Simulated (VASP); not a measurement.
# TaN (Fm-3m) in VASP: vibrations by perturbation theory with PBEsol

Aim: the vibrations by perturbation theory of TaN with PBEsol.

Program: VASP 6.6.1. These are calculated values, not measurements. Logs are shortened: lines on timing, memory, paths and dates and some standing lists are left out, and cuts for length are marked.

### 1 The cell of the first run

Symmetry: Fm-3m, No. 225, cubic system. The conventional cell has a = 4.358 Å, b = 4.358 Å, c = 4.358 Å, α = 90.00°, β = 90.00°, γ = 90.00°. Within 2.9 Å of Ta (site symmetry m-3m) lie 6 N at 2.18 Å. Within 2.9 Å of N (site symmetry m-3m) lie 6 Ta at 2.18 Å.

### 2 Vibrations by perturbation theory, PBEsol

INCAR

```
PREC = Accurate ; ENCUT = 520
EDIFF = 1E-8 ; ISMEAR = -1
SIGMA = 0.1 ; LREAL = False
LASPH = True ; NELM = 80
ALGO = Normal ; ISIF = 2
LWAVE = False ; LCHARG = False
GGA = PS ; IBRION = 8
NSW = 1
```

KPOINTS

```
Automatic mesh
0
Gamma
  12 12 12
```

POSCAR

```
TaN
1.0
    0.0000000000      2.1790000000      2.1790000000
    2.1790000000      0.0000000000      2.1790000000
    2.1790000000      2.1790000000      0.0000000000
Ta N
1 1
Direct
    0.5000000000      0.5000000000      0.5000000000
    0.0000000000      0.0000000000      0.0000000000
```

Potentials or basis: VASP PAW PBE potentials, release 64 (Ta_pv, N).

On the command line:

```bash
> cat potpaw_PBE.64/Ta_pv/POTCAR potpaw_PBE.64/N/POTCAR > POTCAR
> mpirun -np 1 vasp_std > vasp.out
```

OUTCAR:

```text
PREC = Accurate
   ENCUT = 520
   EDIFF = 1E-8
   ISMEAR = -1
   LREAL = False
   LASPH = True
   NELM = 80
   ISIF = 2
   GGA = PS
   IBRION = 8
   NSW = 1

 ion  position               nearest neighbor table
   1  0.500  0.500  0.500-   2 2.18   2 2.18   2 2.18   2 2.18   2 2.18   2 2.18
   2  0.000  0.000  0.000-   1 2.18   1 2.18   1 2.18   1 2.18   1 2.18   1 2.18

  LATTYP: Found a face centered cubic cell.
 ALAT       =     4.3580000000

  Lattice vectors:

 A1 = (   0.0000000000,   2.1790000000,   2.1790000000)
 A2 = (   2.1790000000,   0.0000000000,   2.1790000000)
 A3 = (   2.1790000000,   2.1790000000,   0.0000000000)

Analysis of symmetry for initial positions (statically):
=====================================================================
 Subroutine PRICEL returns:
 Original cell was already a primitive cell.

 Routine SETGRP: Setting up the symmetry group for a
 face centered cubic supercell.

 Subroutine GETGRP returns: Found 48 space group operations
 (whereof 48 operations were pure point group operations)
 out of a pool of 48 trial point group operations.

The static configuration has the point symmetry O_h .

Analysis of symmetry for dynamics (positions and initial velocities):
=====================================================================
 Subroutine PRICEL returns:
 Original cell was already a primitive cell.

 Routine SETGRP: Setting up the symmetry group for a
 face centered cubic supercell.

 Subroutine GETGRP returns: Found 48 space group operations
 (whereof 48 operations were pure point group operations)
 out of a pool of 48 trial point group operations.

The dynamic configuration has the point symmetry O_h .

 Subroutine INISYM returns: Found 48 space group operations
 (whereof 48 operations are pure point group operations),
 and found     1 'primitive' translations

----------------------------------------------------------------------------------------

                                     Primitive cell

  volume of cell :      20.6920

  direct lattice vectors                    reciprocal lattice vectors
     0.000000000  2.179000000  2.179000000    -0.229463056  0.229463056  0.229463056
     2.179000000  0.000000000  2.179000000     0.229463056 -0.229463056  0.229463056
     2.179000000  2.179000000  0.000000000     0.229463056  0.229463056 -0.229463056

  length of vectors
     3.081571352  3.081571352  3.081571352     0.397441672  0.397441672  0.397441672

  position of ions in fractional coordinates (direct lattice)
     0.500000000  0.500000000  0.500000000
     0.000000000  0.000000000  0.000000000

  ion indices of the primitive-cell ions
   primitive index   ion index
                 1           1
                 2           2

----------------------------------------------------------------------------------------

 KPOINTS: Automatic mesh

Automatic generation of k-mesh.
 Grid dimensions read from file:
 generate k-points for:   12   12   12

 Generating k-lattice:

  Cartesian coordinates                     Fractional coordinates (reciprocal lattice)
    -0.019121921  0.019121921  0.019121921     0.083333333  0.000000000  0.000000000
     0.019121921 -0.019121921  0.019121921     0.000000000  0.083333333  0.000000000
     0.019121921  0.019121921 -0.019121921     0.000000000  0.000000000  0.083333333

  Length of vectors
     0.033120139  0.033120139  0.033120139

  Shift w.r.t. Gamma in fractional coordinates (k-lattice)
     0.000000000  0.000000000  0.000000000

 Subroutine IBZKPT returns following result:
 ===========================================

 Found     72 irreducible k-points:

 Following reciprocal coordinates:
            Coordinates               Weight
  0.000000  0.000000  0.000000      1.000000
  0.083333  0.000000  0.000000      8.000000
  0.166667  0.000000  0.000000      8.000000
  0.250000  0.000000  0.000000      8.000000
  0.333333  0.000000  0.000000      8.000000
  0.416667  0.000000  0.000000      8.000000
[... 16 lines left out ...]
  0.500000  0.166667  0.000000     24.000000
 -0.416667  0.166667  0.000000     24.000000
 [... further k-points ...]
   k-points           NKPTS =     72   k-points in BZ     NKDIM =     72   number of bands    NBANDS=     12
   number of dos      NEDOS =    301   number of ions     NIONS =      2
   total plane-waves  NPLWV =  13824
   dimension x,y,z NGX =    24 NGY =   24 NGZ =   24
   dimension x,y,z NGXF=    48 NGYF=   48 NGZF=   48
   ions per type =               1   1
   NGX,Y,Z   is equivalent  to a cutoff of  12.95, 12.95, 12.95 a.u.
   NGXF,Y,Z  is equivalent  to a cutoff of  25.90, 25.90, 25.90 a.u.
 SYSTEM =  unknown system
   PREC   = accura    normal or accurate (medium, high low for compatibility)
   ISTART =      0    job   : 0-new  1-cont  2-samecut
   ICHARG =      2    charge: 1-file 2-atom 10-const
   ISPIN  =      1    spin polarized calculation?
   LNONCOLLINEAR =      F non collinear calculations
   LSORBIT =      F    spin-orbit coupling
   LASPH  =      T    aspherical Exc in radial PAW
   ENCUT  =  520.0 eV  38.22 Ry    6.18 a.u.   5.73  5.73  5.73*2*pi/ulx,y,z
   NELM   =     80;   NELMIN=  2; NELMDL= -5     # of ELM steps
   EDIFF  = 0.1E-07   stopping-criterion for ELM
   LREAL  =      F    real-space projection
   EDIFFG = 0.1E-06   stopping-criterion for IOM
   NSW    =      1    number of steps for IOM
   IBRION =      8    ionic relax: 0-MD 1-quasi-New 2-CG
   NFREE  =      0    steps in history (QN), initial steepest desc. (CG)
   ISIF   =      2    stress and relaxation
   ISYM   =      2    0-nonsym 1-usesym 2-fastsym
   POTIM  = 0.5000    time-step for ionic-motion
   TEBEG  =    0.0;   TEEND  =   0.0 temperature during run
   PSTRESS=    0.0 pullay stress
   NELECT =      16.0000    total number of electrons
   NUPDOWN=      -1.0000    fix difference up-down
   EMIN   =  10.00;   EMAX   =-10.00  energy-range for DOS
   EFERMI =   0.00;   METHOD = LEGACY
   ISMEAR =    -1;   SIGMA  =   0.10  broadening in eV -4-tet -1-fermi 0-gaus
   EFERMI_NEDOS =   21; number of points for ismear=-14 and -15
   IALGO  =     38    algorithm
   IMIX   =      4    mixing-type and parameters
     AMIX     =   0.40;   BMIX     =  1.00
     AMIX_MAG =   1.60;   BMIX_MAG =  1.00
  volume/ion in A,a.u.               =      10.35        69.82
  Fermi-wavevector in a.u.,A,eV,Ry     =   1.502615  2.839530 30.719922  2.257851
  Thomas-Fermi vector in A             =   2.613832
   LORBIT       =      0    0 simple, 1 ext, 2 COOP (PROOUT), +10 PAW based schemes
   GGA     = PS    functional components
   LHFCALC =     F    Hartree Fock is set to
   AEXX    =    0.0000 exact exchange contribution
   IVDW    =     0    specifies the selected vdW correction
   LEPSILON=     F    determine dielectric tensor
   LRPA    =     F    only Hartree local field effects (RPA)
 non-spin polarized calculation
  energy-cutoff  :      520.00
  volume of cell :       20.69
 maximum number of plane-waves:       568
   NGX = 11   NGY = 11   NGZ = 11

--------------------------------------- Ionic step        1  -------------------------------------------

 number of electron      16.0000000 magnetization

 Free energy of the ion-electron system (eV)
  ---------------------------------------------------
  ext. energy  EPLUGINS =         0.00000000
  ---------------------------------------------------
  free energy    TOTEN  =       -23.21873840 eV

  energy without entropy =      -23.18873618  energy(sigma->0) =      -23.20373729

 E-fermi :   9.6531     XC(G=0): -13.7399

 val. band max:        9.6527810029   @ k =  -0.2500   0.4167   0.1667
 cond. band min:       9.6843680344   @ k =   0.2500   0.0833   0.0000
 fundamental gap:      0.0315870315
 Fermi energy:         9.6530939811

 k-point     1 :       0.0000    0.0000    0.0000
  band No.  band energies     occupation
      1     -25.9623      2.00000
      2     -25.9623      2.00000
      3     -25.9623      2.00000
      4      -9.3475      2.00000
      5       5.8132      2.00000
      6       5.8132      2.00000
      7       5.8132      2.00000
      8       7.4823      2.00000
      9       7.4823      2.00000
     10       7.4823      2.00000
     11       9.7208      0.67376
     12       9.7208      0.67376
[... 331 lines left out ...]
 k-point    24 :      -0.4167    0.1667    0.0000
  band No.  band energies     occupation
      1     -26.8181      2.00000
      2     -26.2242      2.00000
      3     -26.0879      2.00000
      4      -6.5348      2.00000
      5      -0.1694      2.00000
      6       2.2154      2.00000
      7       2.3421      2.00000
      8      10.3539      0.00181
      9      11.2807      0.00000
     10      11.4433      0.00000
     11      15.0291      0.00000
     12      17.2625      0.00000

 [... further k-points ...]
[... 5 lines left out ...]
  --------------------------------------------------------------------------------------
  -------------------------------------------------------------------------------------
  Total        0.7300810      0.7300810      0.7300810     -0.0000000      0.0000000      0.0000000
  in kB       56.5301217     56.5301217     56.5301217     -0.0000000      0.0000000      0.0000000
  external PRESSURE =      56.5301217 kB  Pullay stress =       0.0000000 kB

 VOLUME and BASIS-vectors are now :
 -----------------------------------------------------------------------------
  energy-cutoff  :      520.00
  volume of cell :       20.69
      direct lattice vectors                 reciprocal lattice vectors
     0.000000000  2.179000000  2.179000000    -0.229463056  0.229463056  0.229463056
     2.179000000  0.000000000  2.179000000     0.229463056 -0.229463056  0.229463056
     2.179000000  2.179000000  0.000000000     0.229463056  0.229463056 -0.229463056

 POSITION                                       TOTAL-FORCE (eV/Angst)
 -----------------------------------------------------------------------------------
      2.17900      2.17900      2.17900         0.000000      0.000000      0.000000
      0.00000      0.00000      0.00000        -0.000000     -0.000000     -0.000000
 -----------------------------------------------------------------------------------
    total drift:                                0.000000     -0.000000     -0.000000

  FREE ENERGIE OF THE ION-ELECTRON SYSTEM (eV)
  ---------------------------------------------------
  free  energy   TOTEN  =       -23.2187383961 eV

  energy  without entropy=      -23.1887361784  energy(sigma->0) =      -23.20373729

[... ionic steps 2 to 3 ...]

--------------------------------------- Ionic step        4  -------------------------------------------

------------------------ aborting loop because EDIFF is reached ----------------------------------------

[... ionic steps 5 to 6 ...]

--------------------------------------- Ionic step        7  -------------------------------------------

 Free energy of the ion-electron system (eV)
  ---------------------------------------------------
  ---------------------------------------------------
  free energy    TOTEN  =        -0.23385936 eV

  energy without entropy =       -0.23385936

------------------------ aborting loop because EDIFF is reached ----------------------------------------

 INTERNAL STRAIN TENSOR  FOR ION    2  DIRECTION 1   (eV/Angst):
 -----------------------------------------------------------------------------
    -0.08302 -0.00000 -0.00000
    -0.00000  0.04305 -0.00000
     0.00000 -0.00000  0.04305

 INTERNAL STRAIN TENSOR FOR ION    2 for displacements in x,y,z  (eV/Angst):
          X           Y           Z          XY          YZ          ZX
  --------------------------------------------------------------------------------
  x     0.00000     0.00000     0.00000     0.00000     0.00000     0.00000
  y     0.00000     0.00000     0.00000     0.00000     0.00000     0.00000
  z     0.00000     0.00000     0.00000     0.00000     0.00000     0.00000

 SECOND DERIVATIVES (NOT SYMMETRIZED)
 ------------------------------------
               1X          1Y          1Z          2X          2Y          2Z
  1X    -8.726944    0.000000    0.000000    8.726944    0.000000    0.000000
  1Y     0.000000   -8.726944    0.000000    0.000000    8.726944    0.000000
  1Z     0.000000    0.000000   -8.726944    0.000000    0.000000    8.726944
  2X     8.731291    0.000000    0.000000   -8.731291    0.000000    0.000000
  2Y     0.000000    8.731291    0.000000    0.000000   -8.731291    0.000000
  2Z     0.000000    0.000000    8.731291    0.000000    0.000000   -8.731291

 Eigenvectors and eigenvalues of the dynamical matrix
 ----------------------------------------------------

   1 f  =   12.814046 THz    80.513024 2PiTHz  427.430557 cm-1    52.994611 meV
             X         Y         Z           dx          dy          dz
      2.179000  2.179000  2.179000    -0.259142   -0.068053    0.000000
      0.000000  0.000000  0.000000     0.931843    0.244710    0.000000
[... 21 lines left out ...]
   6 f/i=    0.000824 THz     0.005175 2PiTHz    0.027473 cm-1     0.003406 meV
             X         Y         Z           dx          dy          dz
      2.179000  2.179000  2.179000     0.214925   -0.811863    0.472123
      0.000000  0.000000  0.000000     0.059770   -0.225776    0.131295

--------------------------------------------------------------------------------------------------------

 ELASTIC MODULI CONTR FROM IONIC RELAXATION (kBar)
 Direction    XX          YY          ZZ          XY          YZ          ZX
 --------------------------------------------------------------------------------
 XX           0.0000      0.0000      0.0000      0.0000      0.0000      0.0000
 YY           0.0000      0.0000      0.0000      0.0000      0.0000      0.0000
 ZZ           0.0000      0.0000      0.0000      0.0000      0.0000      0.0000
 XY           0.0000      0.0000      0.0000      0.0000      0.0000      0.0000
 YZ           0.0000      0.0000      0.0000      0.0000      0.0000      0.0000
 ZX           0.0000      0.0000      0.0000      0.0000      0.0000      0.0000
 --------------------------------------------------------------------------------
```

Run time: 3.6 min. Hardware: 1 thread of Intel Xeon 8259CL, shared host; peak memory 0.24 GiB.

What came out:

* Highest phonon frequency at Γ: 427 cm⁻¹

Phonon frequencies in cm⁻¹ (negative: imaginary):
| q point | frequencies |
| --- | --- |
| (0.000, 0.000, 0.000) | 0 0 0 427 427 427 |

Caveat: the cell stands under pressure or tension, which shifts response properties; the PAW data sets were made with another functional, which shifts forces and pressure a little; spin-orbit coupling is left out, which moves the levels of the heavy elements.
